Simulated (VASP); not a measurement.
A run of VASP 6.6.1:

The input INCAR:

```
SYSTEM = Si3As
PREC = Accurate
ENCUT = 520
EDIFF = 1E-6
ISMEAR = 0
SIGMA = 0.1
LREAL = .FALSE.
LASPH = .TRUE.
NELM = 80
ALGO = Normal
ISIF = 2
LWAVE = .FALSE.
LCHARG = .FALSE.
GGA = PE
NBANDS = 16
```

Contents of KPOINTS:

```
regular mesh
0
G
  6 6 4
  0 0 0
```

File POSCAR:

```
Si3As
1.0
    3.2481978107      0.0000000000      0.0000000000
    0.0000000000      3.2481978107      0.0000000000
    0.0000000000      0.0000000000      6.0022460941
Si As
3 1
Direct
    0.5000000000      0.5000000000      0.2798349562
    0.5000000000      0.5000000000      0.7201650438
    0.0000000000      0.0000000000      0.5000000000
    0.0000000000      0.0000000000      0.0000000000
```

Potentials or basis: VASP PAW PBE potentials, release 64 (Si, As).

Run with:

```bash
$ cat potpaw_PBE.64/Si/POTCAR potpaw_PBE.64/As/POTCAR > POTCAR
$ mpirun -np 1 vasp_std > vasp.out
```

Hardware: 1 thread of Intel Xeon 8259CL, on a shared host.

Task: Estimate the wall time of this run.

Result: Run time: 26 s on 1 thread of Intel Xeon 8259CL (shared host), peak memory 0.18 GiB. Counts: scf iterations 12, k points 30.
